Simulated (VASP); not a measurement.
A run of VASP 6.6.1 is set up as follows.

The input INCAR:

```
SYSTEM = Bi
PREC = Accurate
ENCUT = 520
EDIFF = 1E-6
ISMEAR = -1
SIGMA = 0.1
LREAL = .FALSE.
LASPH = .TRUE.
NELM = 150
ALGO = Normal
ISIF = 2
LWAVE = .FALSE.
LCHARG = .FALSE.
MAGMOM = 0 0 0
LORBIT = 11
LSORBIT = .TRUE.
GGA_COMPAT = .FALSE.
LORBMOM = .TRUE.
GGA = PE
NBANDS = 26
```

File KPOINTS:

```
Automatic mesh
0
G
  11 11 11
  0 0 0
```

The input POSCAR:

```
Bi
1.0
    0.0000000000      2.5158775227      2.5158775227
    2.5158775227      0.0000000000      2.5158775227
    2.5158775227      2.5158775227      0.0000000000
Bi
1
Direct
    0.0000000000      0.0000000000      0.0000000000
```

Potentials or basis: VASP PAW PBE potentials, release 64 (Bi_d).

Command:

```sh
$ cat potpaw_PBE.64/Bi_d/POTCAR > POTCAR
$ mpirun -np 1 vasp_ncl > vasp.out
```

Problem. Predict the pressure.

Solution. 1.3 GPa.

Problem. Predict the net moment.

Solution. 0.00 μB per cell.

Moments on the atoms (μB; x, y, z):
```
Bi  0.00 0.00 0.00
```
